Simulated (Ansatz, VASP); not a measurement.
## GdO in VASP and in Ansatz

```
Gd O
1.0
     0.00000    2.67598    2.67598
     2.67598    0.00000    2.67598
     2.67598    2.67598    0.00000
Gd O
1 1
Direct
  0.00000 0.00000 0.00000
  0.25000 0.25000 0.25000
```

Alike in both runs: task single point; functional PBEsol; k mesh 8 × 8 × 8; occupations gaussian, width 0.05 eV; collinear spin; Hubbard terms Gd f U = 6.0 eV.

|  | VASP | Ansatz |
| --- | --- | --- |
| version | VASP 6.6.1 | Ansatz 0.2.0 |
| potentials or method | VASP PAW PBE potentials, release 64 (Gd, O), cutoff 520 eV | scalar-relativistic, plane waves, PAW |
| valence electrons in the cell | 24 | 24 |

|  | VASP | Ansatz | Ansatz less VASP |
| --- | --- | --- | --- |
| gap on the k mesh at the Fermi level (eV) | none | none | - |
| pressure (GPa) | -1.2 | -1.3 | -0.12 |
| net moment per atom (μB) | 3.97 | 3.97 | 0.000 |
| size of the moment on the site where the two differ most (μB) | 7.09 | 7.01 | -0.078 |

VASP's potentials were made for PBE, not for PBEsol. Site moments also hang on the region over which each program counts them. The programs project onto different local orbitals, so the same U acts differently, and such runs can settle in different states. A gap of «none» marks a metal or a gap that the smearing closes. Ansatz's warnings: filled band counts differ across k points, stability check not made.

Spin-orbit coupling is off throughout.
